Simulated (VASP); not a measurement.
Here is a VASP 6.6.1 calculation.

File INCAR:

```
SYSTEM = CoSi2
ALGO = Normal
EDIFF = 1E-6
ENCUT = 520
GGA = PS
ISIF = 2
ISMEAR = 0
ISYM = 0
LASPH = .TRUE.
LCHARG = .FALSE.
LREAL = .FALSE.
LWAVE = .FALSE.
NBANDS = 16
NELM = 60
PREC = Accurate
SIGMA = 0.1
```

Contents of KPOINTS:

```
k-points
0
G
  9 9 11
  0 0 0
```

POSCAR

```
CoSi2
1.0
    3.7565103795      0.0000000000      0.0000000000
   -1.8782551897      3.2532334182      0.0000000000
    1.8782551897      1.0844111394      3.0671778811
Co Si
1 2
Direct
    0.0000000000      0.0000000000      0.0000000000
    0.5000000000      0.7500000000      0.7500000000
    0.5000000000      0.2500000000      0.2500000000
```

Potentials or basis: VASP PAW PBE potentials, release 64 (Co, Si).

Run with:

```sh
$ cat potpaw_PBE.64/Co/POTCAR potpaw_PBE.64/Si/POTCAR > POTCAR
$ mpirun -np 1 vasp_std > vasp.out
```

**Question.** What does it give for the pressure?

**Answer.** 0.0 GPa.

**Question.** Predict the band gap on the k mesh.

**Answer.** Zero (an odd number of electrons rules out a gap without spin polarisation).

Caveat: the PAW data sets were made with another functional, which shifts forces and pressure a little; the run has no spin polarisation, though such a crystal can be magnetic. Spin polarisation is off, so any magnetic state and its effect on volume and gap are missing.
